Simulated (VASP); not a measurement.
# K (Im-3m) in VASP: further runs

K is run at these levels: LDA; tasks: single point.

All numbers are computed with VASP 6.6.1; they aren't measurements. Logs are shortened: lines on timing, memory, paths and dates and some standing lists are left out, and cuts for length are marked.

## 1. The cell of the first run

The structure is cubic, space group Im-3m (No. 229). Conventional cell: a = 5.115 Å, b = 5.115 Å, c = 5.115 Å, α = 90.00°, β = 90.00°, γ = 90.00°. Within 5.8 Å of K (site symmetry m-3m) lie 14 K at 4.43 to 5.11 Å.

## 2. Single point, LDA (volume scaled by 1.04)

INCAR

```
PREC     = Accurate       # precision mode
ENCUT    = 520            # plane-wave cutoff, eV
EDIFF    = 1E-6           # SCF threshold, eV
ISMEAR   = -1             # smearing method
SIGMA    = 0.1            # smearing width, eV
LREAL    = F              # projectors in reciprocal space
LASPH    = T              # aspherical terms in the spheres
NELM     = 100            # most SCF steps
ALGO     = Normal         # electronic algorithm
ISIF     = 2              # what is computed and relaxed
LWAVE    = F              # write WAVECAR
LCHARG   = F              # write CHGCAR
NBANDS   = 10             # bands
```

KPOINTS

```
Automatic mesh
0
Gamma
  15 15 15
```

POSCAR

```
K
1.0
   -2.5574097707      2.5574097707      2.5574097707
    2.5574097707     -2.5574097707      2.5574097707
    2.5574097707      2.5574097707     -2.5574097707
K
1
Direct
    0.0000000000      0.0000000000      0.0000000000
```

Potentials or basis: VASP PAW LDA potentials, release 64 (K_sv).

On the command line:

```sh
cat potpaw_LDA.64/K_sv/POTCAR > POTCAR
mpirun -np 1 vasp_std > vasp.out
```

OUTCAR:

```text
PREC = Accurate
   ENCUT = 520
   EDIFF = 1E-6
   ISMEAR = -1
   LREAL = F
   LASPH = T
   NELM = 100
   ISIF = 2

 ion  position               nearest neighbor table
   1  0.000  0.000  0.000-

  LATTYP: Found a body centered cubic cell.
 ALAT       =     5.1148195414

  Lattice vectors:

 A1 = (  -2.5574097707,   2.5574097707,   2.5574097707)
 A2 = (   2.5574097707,  -2.5574097707,   2.5574097707)
 A3 = (   2.5574097707,   2.5574097707,  -2.5574097707)

Analysis of symmetry for initial positions (statically):
=====================================================================
 Subroutine PRICEL returns:
 Original cell was already a primitive cell.

 Routine SETGRP: Setting up the symmetry group for a
 body centered cubic supercell.

 Subroutine GETGRP returns: Found 48 space group operations
 (whereof 48 operations were pure point group operations)
 out of a pool of 48 trial point group operations.

The static configuration has the point symmetry O_h .

Analysis of symmetry for dynamics (positions and initial velocities):
=====================================================================
 Subroutine PRICEL returns:
 Original cell was already a primitive cell.

 Routine SETGRP: Setting up the symmetry group for a
 body centered cubic supercell.

 Subroutine GETGRP returns: Found 48 space group operations
 (whereof 48 operations were pure point group operations)
 out of a pool of 48 trial point group operations.

The dynamic configuration has the point symmetry O_h .

 Subroutine INISYM returns: Found 48 space group operations
 (whereof 48 operations are pure point group operations),
 and found     1 'primitive' translations

----------------------------------------------------------------------------------------

                                     Primitive cell

  volume of cell :      66.9054

  direct lattice vectors                    reciprocal lattice vectors
    -2.557409771  2.557409771  2.557409771     0.000000000  0.195510319  0.195510319
     2.557409771 -2.557409771  2.557409771     0.195510319  0.000000000  0.195510319
     2.557409771  2.557409771 -2.557409771     0.195510319  0.195510319  0.000000000

  length of vectors
     4.429563659  4.429563659  4.429563659     0.276493345  0.276493345  0.276493345

  position of ions in fractional coordinates (direct lattice)
     0.000000000  0.000000000  0.000000000

  ion indices of the primitive-cell ions
   primitive index   ion index
                 1           1

----------------------------------------------------------------------------------------

 KPOINTS: Automatic mesh

Automatic generation of k-mesh.
 Grid dimensions read from file:
 generate k-points for:   15   15   15

 Generating k-lattice:

  Cartesian coordinates                     Fractional coordinates (reciprocal lattice)
     0.000000000  0.013034021  0.013034021     0.066666667  0.000000000  0.000000000
     0.013034021  0.000000000  0.013034021     0.000000000  0.066666667  0.000000000
     0.013034021  0.013034021  0.000000000     0.000000000  0.000000000  0.066666667

  Length of vectors
     0.018432890  0.018432890  0.018432890

  Shift w.r.t. Gamma in fractional coordinates (k-lattice)
     0.000000000  0.000000000  0.000000000

 Subroutine IBZKPT returns following result:
 ===========================================

 Found    120 irreducible k-points:

 Following reciprocal coordinates:
            Coordinates               Weight
  0.000000  0.000000  0.000000      1.000000
  0.066667  0.000000  0.000000     12.000000
  0.133333  0.000000  0.000000     12.000000
  0.200000  0.000000  0.000000     12.000000
  0.266667  0.000000  0.000000     12.000000
  0.333333  0.000000  0.000000     12.000000
[... 16 lines left out ...]
  0.333333  0.200000  0.000000     48.000000
  0.400000  0.200000  0.000000     24.000000
 [... further k-points ...]
   k-points           NKPTS =    120   k-points in BZ     NKDIM =    120   number of bands    NBANDS=     10
   number of dos      NEDOS =    301   number of ions     NIONS =      1
   total plane-waves  NPLWV =  46656
   dimension x,y,z NGX =    36 NGY =   36 NGZ =   36
   dimension x,y,z NGXF=    72 NGYF=   72 NGZF=   72
   ions per type =               1
   NGX,Y,Z   is equivalent  to a cutoff of  13.51, 13.51, 13.51 a.u.
   NGXF,Y,Z  is equivalent  to a cutoff of  27.02, 27.02, 27.02 a.u.
 SYSTEM =  unknown system
   PREC   = accura    normal or accurate (medium, high low for compatibility)
   ISTART =      0    job   : 0-new  1-cont  2-samecut
   ICHARG =      2    charge: 1-file 2-atom 10-const
   ISPIN  =      1    spin polarized calculation?
   LNONCOLLINEAR =      F non collinear calculations
   LSORBIT =      F    spin-orbit coupling
   LASPH  =      T    aspherical Exc in radial PAW
   ENCUT  =  520.0 eV  38.22 Ry    6.18 a.u.   8.24  8.24  8.24*2*pi/ulx,y,z
   NELM   =    100;   NELMIN=  2; NELMDL= -5     # of ELM steps
   EDIFF  = 0.1E-05   stopping-criterion for ELM
   LREAL  =      F    real-space projection
   EDIFFG = 0.1E-04   stopping-criterion for IOM
   NSW    =      0    number of steps for IOM
   IBRION =     -1    ionic relax: 0-MD 1-quasi-New 2-CG
   NFREE  =      0    steps in history (QN), initial steepest desc. (CG)
   ISIF   =      2    stress and relaxation
   ISYM   =      2    0-nonsym 1-usesym 2-fastsym
   POTIM  = 0.5000    time-step for ionic-motion
   TEBEG  =    0.0;   TEEND  =   0.0 temperature during run
   PSTRESS=    0.0 pullay stress
   NELECT =       9.0000    total number of electrons
   NUPDOWN=      -1.0000    fix difference up-down
   EMIN   =  10.00;   EMAX   =-10.00  energy-range for DOS
   EFERMI =   0.00;   METHOD = LEGACY
   ISMEAR =    -1;   SIGMA  =   0.10  broadening in eV -4-tet -1-fermi 0-gaus
   EFERMI_NEDOS =   21; number of points for ismear=-14 and -15
   IALGO  =     38    algorithm
   IMIX   =      4    mixing-type and parameters
     AMIX     =   0.40;   BMIX     =  1.00
     AMIX_MAG =   1.60;   BMIX_MAG =  1.00
  volume/ion in A,a.u.               =      66.91       451.50
  Fermi-wavevector in a.u.,A,eV,Ry     =   0.838820  1.585140  9.573313  0.703619
  Thomas-Fermi vector in A             =   1.952937
   LORBIT       =      0    0 simple, 1 ext, 2 COOP (PROOUT), +10 PAW based schemes
   GGA     = CA    functional components
   LHFCALC =     F    Hartree Fock is set to
   AEXX    =    0.0000 exact exchange contribution
   IVDW    =     0    specifies the selected vdW correction
   LEPSILON=     F    determine dielectric tensor
   LRPA    =     F    only Hartree local field effects (RPA)
 non-spin polarized calculation
  energy-cutoff  :      520.00
  volume of cell :       66.91
 maximum number of plane-waves:      1865
 NGX is ok and might be reduce to    36
   NGX = 17   NGY = 17   NGZ = 17

 number of electron       9.0000000 magnetization

 Free energy of the ion-electron system (eV)
  ---------------------------------------------------
  ext. energy  EPLUGINS =         0.00000000
  ---------------------------------------------------
  free energy    TOTEN  =        -1.17559745 eV

  energy without entropy =       -1.15065503  energy(sigma->0) =       -1.16312624

 E-fermi :  -0.0937     XC(G=0):  -6.1185

 val. band max:       -0.0996252814   @ k =  -0.3333   0.4000   0.2000
 cond. band min:      -0.0861255934   @ k =   0.2000   0.2000   0.1333
 fundamental gap:      0.0134996880
 Fermi energy:        -0.0936773008

 k-point     1 :       0.0000    0.0000    0.0000
  band No.  band energies     occupation
      1     -31.8622      2.00000
      2     -15.5338      2.00000
      3     -15.5338      2.00000
      4     -15.5338      2.00000
      5      -2.4024      2.00000
      6       4.1458      0.00000
      7       4.1458      0.00000
      8       4.1458      0.00000
      9       5.1451      0.00000
     10       5.1451      0.00000

 k-point     2 :       0.0667    0.0000    0.0000
  band No.  band energies     occupation
      1     -31.8619      2.00000
      2     -15.5382      2.00000
      3     -15.5352      2.00000
      4     -15.5338      2.00000
      5      -2.3421      2.00000
      6       4.0730      0.00000
      7       4.0754      0.00000
      8       4.1958      0.00000
      9       5.0334      0.00000
     10       5.1332      0.00000

 k-point     3 :       0.1333    0.0000    0.0000
  band No.  band energies     occupation
      1     -31.8610      2.00000
      2     -15.5504      2.00000
      3     -15.5392      2.00000
      4     -15.5338      2.00000
      5      -2.1634      2.00000
      6       3.7916      0.00000
      7       3.8865      0.00000
      8       4.3446      0.00000
      9       4.8981      0.00000
     10       5.1107      0.00000

 k-point     4 :       0.2000    0.0000    0.0000
  band No.  band energies     occupation
      1     -31.8598      2.00000
      2     -15.5683      2.00000
      3     -15.5451      2.00000
      4     -15.5338      2.00000
      5      -1.8723      2.00000
      6       3.2942      0.00000
      7       3.6502      0.00000
      8       4.5893      0.00000
      9       4.9022      0.00000
     10       5.1066      0.00000
[... 222 lines left out ...]
 k-point    22 :       0.2667    0.2000    0.0000
  band No.  band energies     occupation
      1     -31.8556      2.00000
      2     -15.6134      2.00000
      3     -15.5694      2.00000
      4     -15.5426      2.00000
      5      -0.3825      1.89455
      6       1.8959      0.00000
      7       2.5549      0.00000
      8       4.8100      0.00000
      9       5.0655      0.00000
     10       5.6885      0.00000

 k-point    23 :       0.3333    0.2000    0.0000
  band No.  band energies     occupation
      1     -31.8550      2.00000
      2     -15.6184      2.00000
      3     -15.5766      2.00000
      4     -15.5432      2.00000
      5       0.1785      0.12340
      6       1.3650      0.00000
      7       2.4068      0.00000
      8       4.6363      0.00000
      9       5.2671      0.00000
     10       5.6915      0.00000

 k-point    24 :       0.4000    0.2000    0.0000
  band No.  band energies     occupation
      1     -31.8547      2.00000
      2     -15.6200      2.00000
      3     -15.5794      2.00000
      4     -15.5434      2.00000
      5       0.7019      0.00070
      6       0.8496      0.00016
      7       2.3587      0.00000
      8       4.5608      0.00000
      9       5.4863      0.00000
     10       5.5340      0.00000

 [... further k-points ...]

------------------------ aborting loop because EDIFF is reached ----------------------------------------

  FORCE on cell =-STRESS in cart. coord.  units (eV):
  Direction    XX          YY          ZZ          XY          YZ          ZX
  --------------------------------------------------------------------------------------
  -------------------------------------------------------------------------------------
  Total       -0.0763695     -0.0763695     -0.0763695     -0.0000000      0.0000000      0.0000000
  in kB       -1.8288152     -1.8288152     -1.8288152     -0.0000000      0.0000000      0.0000000
  external PRESSURE =      -1.8288152 kB  Pullay stress =       0.0000000 kB

 VOLUME and BASIS-vectors are now :
 -----------------------------------------------------------------------------
  energy-cutoff  :      520.00
  volume of cell :       66.91
      direct lattice vectors                 reciprocal lattice vectors
    -2.557409771  2.557409771  2.557409771     0.000000000  0.195510319  0.195510319
     2.557409771 -2.557409771  2.557409771     0.195510319  0.000000000  0.195510319
     2.557409771  2.557409771 -2.557409771     0.195510319  0.195510319  0.000000000

 POSITION                                       TOTAL-FORCE (eV/Angst)
 -----------------------------------------------------------------------------------
      0.00000      0.00000      0.00000         0.000000     -0.000000      0.000000
 -----------------------------------------------------------------------------------
    total drift:                               -0.000000     -0.000000      0.000000

  FREE ENERGIE OF THE ION-ELECTRON SYSTEM (eV)
  ---------------------------------------------------
  free  energy   TOTEN  =        -1.1755974549 eV

  energy  without entropy=       -1.1506550258  energy(sigma->0) =       -1.16312624
```

Run time: 96 s. Hardware: 1 thread of AMD EPYC 7R13, shared host; peak memory 0.19 GiB.

Results:

```
Free energy : -1.1756 eV
Pressure    : -0.2 GPa
```

Levels at points of the mesh, in eV from the Fermi level:
| k point | band 2 | band 3 | band 4 | band 5 | band 6 | band 7 |
| --- | --- | --- | --- | --- | --- | --- |
| (0.00, 0.00, 0.00) | -15.44 | -15.44 | -15.44 | -2.31 | 4.24 | 4.24 |

Caveat: the cell differs from its parent crystal (volume scaled by 1.04).

## 3. Single point, LDA (volume scaled by 1.08)

INCAR

```
  PREC = Accurate
  ENCUT = 520
  EDIFF = 1E-6
  ISMEAR = -1
  SIGMA = 0.1
  LREAL = F
  LASPH = T
  NELM = 80
  ALGO = Normal
  ISIF = 2
  LWAVE = F
  LCHARG = T
  LELF = T
  LVHAR = T
  NBANDS = 10
```

KPOINTS

```
regular mesh
0
Gamma
  15 15 15
```

POSCAR

```
K
1.0
   -2.5897854832      2.5897854832      2.5897854832
    2.5897854832     -2.5897854832      2.5897854832
    2.5897854832      2.5897854832     -2.5897854832
K
1
Direct
    0.0000000000      0.0000000000      0.0000000000
```

Potentials or basis: VASP PAW LDA potentials, release 64 (K_sv).

On the command line:

```sh
cat potpaw_LDA.64/K_sv/POTCAR > POTCAR
mpirun -np 1 vasp_std > vasp.out
```

It took 1.7 min on 1 thread of AMD EPYC 7R13, shared host; peak memory 0.19 GiB.

It converged, with:

* Free energy: -1.1718 eV
* Pressure: -0.3 GPa

Levels at points of the mesh, in eV from the Fermi level:
| k point | band 1 | band 2 | band 3 | band 4 | band 5 | band 6 | band 7 | band 8 | band 9 |
| --- | --- | --- | --- | --- | --- | --- | --- | --- | --- |
| (0.00, 0.00, 0.00) | -31.79 | -15.47 | -15.47 | -15.47 | -2.25 | 4.21 | 4.21 | 4.21 | 5.18 |

Caveat: the cell differs from its parent crystal (volume scaled by 1.08).

## 4. Single point, LDA (volume scaled by 1.12)

INCAR

```
SYSTEM = K
  PREC = Accurate
  ENCUT = 520
  EDIFF = 1E-7
  ISMEAR = -1
  SIGMA = 0.1
  LREAL = .False.
  LASPH = .True.
  NELM = 100
  ALGO = Normal
  ISIF = 2
  LWAVE = .False.
  LCHARG = .False.
  GGA = CA
  NBANDS = 10
```

KPOINTS

```
regular mesh
0
Gamma
  15 15 15
  0 0 0
```

POSCAR

```
K
1.0
   -2.6213713460      2.6213713460      2.6213713460
    2.6213713460     -2.6213713460      2.6213713460
    2.6213713460      2.6213713460     -2.6213713460
K
1
Direct
    0.0000000000      0.0000000000      0.0000000000
```

On the command line:

```sh
cat potpaw_LDA.64/K_sv/POTCAR > POTCAR
mpirun -np 1 vasp_std > vasp.out
```

Wall time 2.1 min (1 thread of AMD EPYC 7R13, shared host); peak memory 0.19 GiB.

The run converged. Its results:

```
Free energy : -1.1661 eV
Pressure    : -0.4 GPa
```

Levels at points of the mesh, in eV from the Fermi level:
```
           k point  band 2  band 3  band 4  band 5  band 6  band 7
(0.00, 0.00, 0.00)  -15.49  -15.49  -15.49   -2.20    4.17    4.17
```

Caveat: the cell differs from its parent crystal (volume scaled by 1.12).

## 5. Single point, LDA

This run uses another cell than the first one, of 64.33 Å³/atom, 0.962 times its volume.

INCAR

```
ALGO = Normal
EDIFF = 1E-7
ENCUT = 520
ISIF = 2
ISMEAR = -1
LASPH = True
LCHARG = False
LREAL = False
LWAVE = False
NBANDS = 10
NELM = 100
PREC = Accurate
SIGMA = 0.1
```

KPOINTS

```
k-points
0
Gamma
  2 2 2
```

POSCAR

```
K
1.0
   -2.5241928768      2.5241928768      2.5241928768
    2.5241928768     -2.5241928768      2.5241928768
    2.5241928768      2.5241928768     -2.5241928768
K
1
Direct
    0.0000000000      0.0000000000      0.0000000000
```

Potentials or basis: VASP PAW LDA potentials, release 64 (K_sv).

On the command line:

```sh
cat potpaw_LDA.64/K_sv/POTCAR > POTCAR
mpirun -np 1 vasp_std > vasp.out
```

OUTCAR:

```text
EDIFF = 1E-7
   ENCUT = 520
   ISIF = 2
   ISMEAR = -1
   LASPH = True
   LREAL = False
   NELM = 100
   PREC = Accurate

 ion  position               nearest neighbor table
   1  0.000  0.000  0.000-

  LATTYP: Found a body centered cubic cell.
 ALAT       =     5.0483857536

  Lattice vectors:

 A1 = (  -2.5241928768,   2.5241928768,   2.5241928768)
 A2 = (   2.5241928768,  -2.5241928768,   2.5241928768)
[... 194 lines left out ...]
      8       3.8472      0.00000
      9       3.8472      0.00000
     10       6.1996      0.00000

------------------------ aborting loop because EDIFF is reached ----------------------------------------

  FORCE on cell =-STRESS in cart. coord.  units (eV):
  Direction    XX          YY          ZZ          XY          YZ          ZX
  --------------------------------------------------------------------------------------
  -------------------------------------------------------------------------------------
  Total       -0.0353093     -0.0353093     -0.0353093      0.0000000      0.0000000      0.0000000
  in kB       -0.8793709     -0.8793709     -0.8793709      0.0000000      0.0000000      0.0000000
  external PRESSURE =      -0.8793709 kB  Pullay stress =       0.0000000 kB

 VOLUME and BASIS-vectors are now :
 -----------------------------------------------------------------------------
  energy-cutoff  :      520.00
  volume of cell :       64.33
      direct lattice vectors                 reciprocal lattice vectors
    -2.524192877  2.524192877  2.524192877     0.000000000  0.198083120  0.198083120
     2.524192877 -2.524192877  2.524192877     0.198083120  0.000000000  0.198083120
     2.524192877  2.524192877 -2.524192877     0.198083120  0.198083120  0.000000000

 POSITION                                       TOTAL-FORCE (eV/Angst)
 -----------------------------------------------------------------------------------
      0.00000      0.00000      0.00000         0.000000     -0.000000     -0.000000
 -----------------------------------------------------------------------------------
    total drift:                               -0.000000     -0.000000      0.000000

  FREE ENERGIE OF THE ION-ELECTRON SYSTEM (eV)
  ---------------------------------------------------
  free  energy   TOTEN  =        -0.6860762076 eV

  energy  without entropy=       -0.5715976103  energy(sigma->0) =       -0.62883691
```

OSZICAR:

```text
N       E                     dE             d eps       ncg     rms          rms(c)
DAV:   1     0.428194911053E+02    0.42819E+02   -0.35748E+03    60   0.688E+02
DAV:   2     0.959184920272E+00   -0.41860E+02   -0.41253E+02    64   0.197E+02
DAV:   3    -0.651020579589E+00   -0.16102E+01   -0.15606E+01   102   0.263E+01
DAV:   4    -0.686726325179E+00   -0.35706E-01   -0.35645E-01   110   0.461E+00
DAV:   5    -0.686806885128E+00   -0.80560E-04   -0.80553E-04    76   0.172E-01    0.195E-01
DAV:   6    -0.686105978130E+00    0.70091E-03   -0.15797E-03    82   0.327E-01    0.115E-01
DAV:   7    -0.686035160964E+00    0.70817E-04   -0.53703E-04    84   0.178E-01    0.851E-02
DAV:   8    -0.686075824129E+00   -0.40663E-04   -0.17426E-04    86   0.513E-02    0.146E-02
DAV:   9    -0.686076197068E+00   -0.37294E-06   -0.46046E-06    84   0.848E-03    0.150E-02
DAV:  10    -0.686076207645E+00   -0.10577E-07   -0.45446E-08    58   0.647E-04
   1 F= -.68607621E+00 E0= -.62883691E+00  d E =-.114479E+00
```

stdout:

```text
POSCAR found type information on POSCAR K
 POSCAR found :  1 types and       1 ions
 scaLAPACK will be used
 LDA part: xc-table for (Slater(with rela. corr.)+CA(PZ))
 , standard interpolation
 POSCAR, INCAR and KPOINTS ok, starting setup
 FFT: planning ... GRIDC
 FFT: planning ... GRID_SOFT
 FFT: planning ... GRID
 WAVECAR not read
 entering main loop
```

It took 7.5 s on 1 thread of AMD EPYC 7R13, shared host; peak memory 0.13 GiB.

What came out:

| Property | Result |
| --- | --- |
| Free energy | -0.6861 eV |
| Pressure | -0.1 GPa |

Caveat: the k points lie up to 0.88 Å⁻¹ apart.

## 6. The runs side by side

| cell | k mesh | gap on the mesh (eV) | pressure (GPa) |
| --- | --- | --- | --- |
| a = 4.430 Å, angles 109.5°, 1 atom | 15 × 15 × 15 | none | -0.2 |
| a = 4.486 Å, angles 109.5°, 1 atom | 15 × 15 × 15 | none | -0.3 |
| a = 4.540 Å, angles 109.5°, 1 atom | 15 × 15 × 15 | none | -0.4 |
| a = 4.372 Å, angles 109.5°, 1 atom | 2 × 2 × 2 | none | -0.1 |

Alike in all rows: task single point; level LDA; potentials or basis VASP PAW LDA potentials, release 64 (K_sv); no spin polarisation; cutoff (eV) 520; smearing fermi-dirac 0.1 eV.

Caveats: some runs use coarse meshes.

Total energies depend on the potentials used, so only differences within one code and one set of settings carry meaning.
